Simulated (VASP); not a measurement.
# Li4Ge2B (R3m) in VASP: single point with PBE

Aim: the single point of Li4Ge2B with PBE.

Program: VASP 6.6.1. These are calculated values, not measurements. Logs are shortened: lines on timing, memory, paths and dates and some standing lists are left out, and cuts for length are marked.

### 1 The cell of the first run

The structure is trigonal, space group R3m (No. 160). The conventional cell has a = 4.498 Å, b = 4.498 Å, c = 18.476 Å, α = 90.00°, β = 90.00°, γ = 120.00°. Ge (site symmetry 3m) has 10 Li at 2.48 to 3.14 Å and 1 Ge at 2.60 Å and 3 B at 2.76 Å within 3.3 Å. Ge (site symmetry 3m) has 1 Ge at 2.60 Å and 1 B at 2.62 Å and 12 Li at 2.82 to 3.20 Å within 3.4 Å. B (site symmetry 3m) has 10 Li at 2.36 to 3.09 Å and 4 Ge at 2.62 to 2.76 Å within 3.1 Å. Li (site symmetry 3m) has 5 Li at 2.50 to 2.97 Å and 3 B at 2.73 Å and 6 Ge at 3.14 to 3.16 Å within 3.3 Å. Within 3.3 Å of Li (site symmetry 3m) lie 5 Li at 2.50 to 2.95 Å and 6 Ge at 2.70 to 3.20 Å and 3 B at 3.09 Å. Within 3.1 Å of Li (site symmetry 3m) lie 1 B at 2.36 Å and 4 Li at 2.69 to 2.97 Å and 6 Ge at 2.85 to 2.96 Å. Within 3.3 Å of Li (site symmetry 3m) lie 4 Ge at 2.48 to 2.82 Å and 4 Li at 2.69 to 2.95 Å and 3 B at 3.02 Å.

### 2 Single point, PBE

INCAR reads:

```
SYSTEM = Li4Ge2B
PREC = Accurate
ENCUT = 520
EDIFF = 1E-7
ISMEAR = -1
SIGMA = 0.1
LREAL = .False.
LASPH = .True.
NELM = 100
ALGO = Normal
ISIF = 2
LWAVE = .False.
LCHARG = .True.
GGA = PE
LELF = .True.
LVHAR = .True.
NBANDS = 30
```

KPOINTS reads:

```
Automatic mesh
0
Gamma
  8 8 8
  0 0 0
```

POSCAR reads:

```
Li4Ge2B
1.0
    4.4984150000      0.0000000000      0.0000000000
   -2.2492080000      3.8957490000      0.0000000000
   -2.2492080000      1.2985830000      6.1587530000
Ge B Li
2 1 4
Direct
    0.4069500000      0.5930500000      0.2208500000
    0.2664500000      0.7335500000      0.7993500000
    0.1244000000      0.8756000000      0.3732000000
    0.8360000000      0.1640000000      0.5080000000
    0.7006000000      0.2994000000      0.1018000000
    0.9967000000      0.0033000000      0.9901000000
    0.5410000000      0.4590000000      0.6230000000
```

Potentials or basis: VASP PAW PBE potentials, release 64 (Ge_d, B, Li_sv).

On the command line:

```sh
$ cat potpaw_PBE.64/Ge_d/POTCAR potpaw_PBE.64/B/POTCAR potpaw_PBE.64/Li_sv/POTCAR > POTCAR
$ mpirun -np 1 vasp_std > vasp.out
```

OUTCAR:

```text
SYSTEM = Li4Ge2B
   PREC = Accurate
   ENCUT = 520
   EDIFF = 1E-7
   ISMEAR = -1
   LREAL = .False.
   LASPH = .True.
   NELM = 100
   ISIF = 2
   GGA = PE

 ion  position               nearest neighbor table
   1  0.407  0.593  0.221-   7 2.48   2 2.60   5 2.70   5 2.70   5 2.70
   2  0.266  0.734  0.799-   1 2.60
   3  0.124  0.876  0.373-   6 2.36
   4  0.836  0.164  0.508-   5 2.50
   5  0.701  0.299  0.102-   4 2.50   1 2.70   1 2.70   1 2.70
   6  0.997  0.003  0.990-   3 2.36
   7  0.541  0.459  0.623-   1 2.48

  LATTYP: Found a trigonal (rhomboedric) cell.
 ALAT       =     6.6839728418
 COS(alpha) =     0.7735246803

  Lattice vectors:

 A1 = (  -2.2492080000,   1.2985830000,   6.1587530000)
 A2 = (  -0.0000000000,  -2.5971660000,   6.1587530000)
 A3 = (   2.2492070000,   1.2985830000,   6.1587530000)

Analysis of symmetry for initial positions (statically):
=====================================================================
 Subroutine PRICEL returns:
 Original cell was already a primitive cell.

 Routine SETGRP: Setting up the symmetry group for a
 trigonal (rhombohedral) supercell.

 Subroutine GETGRP returns: Found  6 space group operations
 (whereof  6 operations were pure point group operations)
 out of a pool of 12 trial point group operations.

The static configuration has the point symmetry C_3v.

Analysis of symmetry for dynamics (positions and initial velocities):
=====================================================================
 Subroutine PRICEL returns:
 Original cell was already a primitive cell.

 Routine SETGRP: Setting up the symmetry group for a
 trigonal (rhombohedral) supercell.

 Subroutine GETGRP returns: Found  6 space group operations
 (whereof  6 operations were pure point group operations)
 out of a pool of 12 trial point group operations.

The dynamic configuration has the point symmetry C_3v.

 Subroutine INISYM returns: Found  6 space group operations
 (whereof  6 operations are pure point group operations),
 and found     1 'primitive' translations

----------------------------------------------------------------------------------------

                                     Primitive cell

  volume of cell :     107.9303

  direct lattice vectors                    reciprocal lattice vectors
     4.498415000  0.000000000  0.000000000     0.222300521  0.128345053  0.054123523
    -2.249208000  3.895749000  0.000000000     0.000000000  0.256690049 -0.054123511
    -2.249208000  1.298583000  6.158753000     0.000000000  0.000000000  0.162370532

  length of vectors
     4.498415000  4.498421601  6.683972842     0.262334386  0.262334015  0.162370532

  position of ions in fractional coordinates (direct lattice)
     0.406950000  0.593050000  0.220850000
     0.266450000  0.733550000  0.799350000
     0.124400000  0.875600000  0.373200000
     0.836000000  0.164000000  0.508000000
     0.700600000  0.299400000  0.101800000
     0.996700000  0.003300000  0.990100000
     0.541000000  0.459000000  0.623000000

  ion indices of the primitive-cell ions
   primitive index   ion index
                 1           1
                 2           2
                 3           3
                 4           4
                 5           5
                 6           6
                 7           7

----------------------------------------------------------------------------------------

 KPOINTS: Automatic mesh

Automatic generation of k-mesh.
 Grid dimensions read from file:
 generate k-points for:    8    8    8

 Generating k-lattice:

  Cartesian coordinates                     Fractional coordinates (reciprocal lattice)
     0.027787565  0.016043132  0.006765440     0.125000000  0.000000000  0.000000000
     0.000000000  0.032086256 -0.006765439     0.000000000  0.125000000  0.000000000
     0.000000000  0.000000000  0.020296316     0.000000000  0.000000000  0.125000000

  Length of vectors
     0.032791798  0.032791752  0.020296316

  Shift w.r.t. Gamma in fractional coordinates (k-lattice)
     0.000000000  0.000000000  0.000000000

 Subroutine IBZKPT returns following result:
 ===========================================

 Found     65 irreducible k-points:

 Following reciprocal coordinates:
            Coordinates               Weight
  0.000000  0.000000  0.000000      1.000000
  0.125000  0.000000 -0.000000      6.000000
  0.250000  0.000000 -0.000000      6.000000
  0.375000  0.000000 -0.000000      6.000000
  0.500000  0.000000 -0.000000      3.000000
  0.125000  0.125000 -0.000000      6.000000
[... 16 lines left out ...]
  0.125000  0.000000  0.125000      6.000000
  0.250000  0.000000  0.125000      6.000000
 [... further k-points ...]
   k-points           NKPTS =     65   k-points in BZ     NKDIM =     65   number of bands    NBANDS=     30
   number of dos      NEDOS =    301   number of ions     NIONS =      7
   total plane-waves  NPLWV =  64800
   dimension x,y,z NGX =    36 NGY =   36 NGZ =   50
   dimension x,y,z NGXF=    72 NGYF=   72 NGZF=  100
   ions per type =               2   1   4
   NGX,Y,Z   is equivalent  to a cutoff of  13.30, 13.30, 12.44 a.u.
   NGXF,Y,Z  is equivalent  to a cutoff of  26.61, 26.61, 24.87 a.u.
 SYSTEM =  Li4Ge2B
   PREC   = accura    normal or accurate (medium, high low for compatibility)
   ISTART =      0    job   : 0-new  1-cont  2-samecut
   ICHARG =      2    charge: 1-file 2-atom 10-const
   ISPIN  =      1    spin polarized calculation?
   LNONCOLLINEAR =      F non collinear calculations
   LSORBIT =      F    spin-orbit coupling
   LASPH  =      T    aspherical Exc in radial PAW
   ENCUT  =  520.0 eV  38.22 Ry    6.18 a.u.   8.36  8.36 12.43*2*pi/ulx,y,z
   NELM   =    100;   NELMIN=  2; NELMDL= -5     # of ELM steps
   EDIFF  = 0.1E-06   stopping-criterion for ELM
   LREAL  =      F    real-space projection
   EDIFFG = 0.1E-05   stopping-criterion for IOM
   NSW    =      0    number of steps for IOM
   IBRION =     -1    ionic relax: 0-MD 1-quasi-New 2-CG
   NFREE  =      0    steps in history (QN), initial steepest desc. (CG)
   ISIF   =      2    stress and relaxation
   ISYM   =      2    0-nonsym 1-usesym 2-fastsym
   POTIM  = 0.5000    time-step for ionic-motion
   TEBEG  =    0.0;   TEEND  =   0.0 temperature during run
   PSTRESS=    0.0 pullay stress
   NELECT =      43.0000    total number of electrons
   NUPDOWN=      -1.0000    fix difference up-down
   EMIN   =  10.00;   EMAX   =-10.00  energy-range for DOS
   EFERMI =   0.00;   METHOD = LEGACY
   ISMEAR =    -1;   SIGMA  =   0.10  broadening in eV -4-tet -1-fermi 0-gaus
   EFERMI_NEDOS =   21; number of points for ismear=-14 and -15
   IALGO  =     38    algorithm
   IMIX   =      4    mixing-type and parameters
     AMIX     =   0.40;   BMIX     =  1.00
     AMIX_MAG =   1.60;   BMIX_MAG =  1.00
  volume/ion in A,a.u.               =      15.42       104.05
  Fermi-wavevector in a.u.,A,eV,Ry     =   1.204620  2.276401 19.743525  1.451108
  Thomas-Fermi vector in A             =   2.340339
   LORBIT       =      0    0 simple, 1 ext, 2 COOP (PROOUT), +10 PAW based schemes
   GGA     = PE    functional components
   LHFCALC =     F    Hartree Fock is set to
   AEXX    =    0.0000 exact exchange contribution
   IVDW    =     0    specifies the selected vdW correction
   LEPSILON=     F    determine dielectric tensor
   LRPA    =     F    only Hartree local field effects (RPA)
 non-spin polarized calculation
  energy-cutoff  :      520.00
  volume of cell :      107.93
 maximum number of plane-waves:      2933
 NGX is ok and might be reduce to    36
   NGX = 17   NGY = 17   NGZ = 25

 number of electron      43.0000007 magnetization

 Free energy of the ion-electron system (eV)
  ---------------------------------------------------
  ext. energy  EPLUGINS =         0.00000000
  ---------------------------------------------------
  free energy    TOTEN  =       -22.40765866 eV

  energy without entropy =      -22.31698886  energy(sigma->0) =      -22.36232376

 E-fermi :   3.6028     XC(G=0):  -9.2866

 val. band max:        3.6014314085   @ k =   0.1250   0.0000   0.2500
 cond. band min:       3.6029984513   @ k =   0.3750   0.0000   0.1250
 fundamental gap:      0.0015670428
 Fermi energy:         3.6027667884

 k-point     1 :       0.0000    0.0000    0.0000
  band No.  band energies     occupation
      1     -43.2447      2.00000
      2     -43.1670      2.00000
      3     -42.7617      2.00000
      4     -42.6097      2.00000
      5     -21.0303      2.00000
      6     -21.0111      2.00000
[... 22 lines left out ...]
     29       7.9539      0.00000
     30       8.2098      0.00000

 k-point     2 :       0.1250    0.0000   -0.0000
  band No.  band energies     occupation
      1     -43.2446      2.00000
      2     -43.1669      2.00000
      3     -42.7618      2.00000
      4     -42.6098      2.00000
      5     -21.0302      2.00000
      6     -21.0111      2.00000
[... 22 lines left out ...]
     29       8.1028      0.00000
     30       8.6225      0.00000

 k-point     3 :       0.2500    0.0000   -0.0000
  band No.  band energies     occupation
      1     -43.2444      2.00000
      2     -43.1666      2.00000
      3     -42.7621      2.00000
      4     -42.6099      2.00000
      5     -21.0299      2.00000
      6     -21.0109      2.00000
[... 22 lines left out ...]
     29       8.4328      0.00000
     30       8.8428      0.00000

 k-point     4 :       0.3750    0.0000   -0.0000
  band No.  band energies     occupation
      1     -43.2442      2.00000
      2     -43.1664      2.00000
      3     -42.7623      2.00000
      4     -42.6100      2.00000
      5     -21.0296      2.00000
      6     -21.0108      2.00000
[... 22 lines left out ...]
     29       9.3149      0.00000
     30       9.9659      0.00000

 k-point     5 :       0.5000    0.0000   -0.0000
  band No.  band energies     occupation
      1     -43.2441      2.00000
      2     -43.1663      2.00000
      3     -42.7624      2.00000
      4     -42.6101      2.00000
      5     -21.0295      2.00000
      6     -21.0108      2.00000
[... 22 lines left out ...]
     29      10.0500      0.00000
     30      10.5341      0.00000
[... 526 lines left out ...]
     29       9.5748      0.00000
     30       9.6160      0.00000

 k-point    22 :       0.0000    0.0000    0.1250
  band No.  band energies     occupation
      1     -43.2447      2.00000
      2     -43.1670      2.00000
      3     -42.7618      2.00000
      4     -42.6097      2.00000
      5     -21.0303      2.00000
      6     -21.0111      2.00000
[... 22 lines left out ...]
     29       8.1899      0.00000
     30       8.3997      0.00000

 k-point    23 :       0.1250    0.0000    0.1250
  band No.  band energies     occupation
      1     -43.2446      2.00000
      2     -43.1669      2.00000
      3     -42.7618      2.00000
      4     -42.6098      2.00000
      5     -21.0302      2.00000
      6     -21.0111      2.00000
[... 22 lines left out ...]
     29       7.8263      0.00000
     30       8.6328      0.00000

 k-point    24 :       0.2500    0.0000    0.1250
  band No.  band energies     occupation
      1     -43.2444      2.00000
      2     -43.1667      2.00000
      3     -42.7621      2.00000
      4     -42.6099      2.00000
      5     -21.0299      2.00000
      6     -21.0109      2.00000
[... 22 lines left out ...]
     29       8.4959      0.00000
     30       9.3369      0.00000

 [... further k-points ...]

------------------------ aborting loop because EDIFF is reached ----------------------------------------

  FORCE on cell =-STRESS in cart. coord.  units (eV):
  Direction    XX          YY          ZZ          XY          YZ          ZX
  --------------------------------------------------------------------------------------
  -------------------------------------------------------------------------------------
  Total       -3.7305198     -3.7305338     -0.2415977      0.0000005      0.0000000      0.0000000
  in kB      -55.3779219    -55.3781303     -3.5864108      0.0000071      0.0000000      0.0000002
  external PRESSURE =     -38.1141543 kB  Pullay stress =       0.0000000 kB

 VOLUME and BASIS-vectors are now :
 -----------------------------------------------------------------------------
  energy-cutoff  :      520.00
  volume of cell :      107.93
      direct lattice vectors                 reciprocal lattice vectors
     4.498415000  0.000000000  0.000000000     0.222300521  0.128345053  0.054123523
    -2.249208000  3.895749000  0.000000000     0.000000000  0.256690049 -0.054123511
    -2.249208000  1.298583000  6.158753000     0.000000000  0.000000000  0.162370532

 POSITION                                       TOTAL-FORCE (eV/Angst)
 -----------------------------------------------------------------------------------
     -0.00000      2.59717      1.36016        -0.000000      0.000000      0.172537
     -2.24921      3.89575      4.92300         0.000000     -0.000000     -0.894583
     -2.24921      3.89575      2.29845        -0.000000      0.000000      0.625717
      2.24921      1.29858      3.12865        -0.000000      0.000000      0.330068
      2.24921      1.29858      0.62696         0.000000      0.000000     -0.537763
      2.24921      1.29858      6.09778         0.000000     -0.000000     -0.361519
     -0.00000      2.59717      3.83690        -0.000000     -0.000000      0.665543
 -----------------------------------------------------------------------------------
    total drift:                               -0.000002      0.000002      0.000262

  FREE ENERGIE OF THE ION-ELECTRON SYSTEM (eV)
  ---------------------------------------------------
  free  energy   TOTEN  =       -22.4076586586 eV

  energy  without entropy=      -22.3169888628  energy(sigma->0) =      -22.36232376
```

Wall time 2.1 min (1 thread of Intel Xeon Platinum 8488C (Sapphire Rapids), shared host); peak memory 0.34 GiB.

What came out:

```yaml
Free_energy: -22.4077 eV
Largest_force: 0.895 eV/Å
Band_gap_on_the_k_mesh: zero (an odd number of electrons rules out a gap without spin polarisation)
```

Forces on the atoms (eV/Å):
```
Ge   0.000  0.000  0.173
Ge   0.000  0.000 -0.895
B    0.000  0.000  0.626
Li   0.000  0.000  0.330
Li   0.000  0.000 -0.538
Li   0.000  0.000 -0.362
Li   0.000  0.000  0.666
```

Caveat: the cutoff is under 1.25 times the usual one of these potentials, so pressure, stress and relaxed cells hold a basis-set (Pulay) error; an odd number of electrons without spin polarisation forces a metal; a magnetic or distorted state may lie lower.
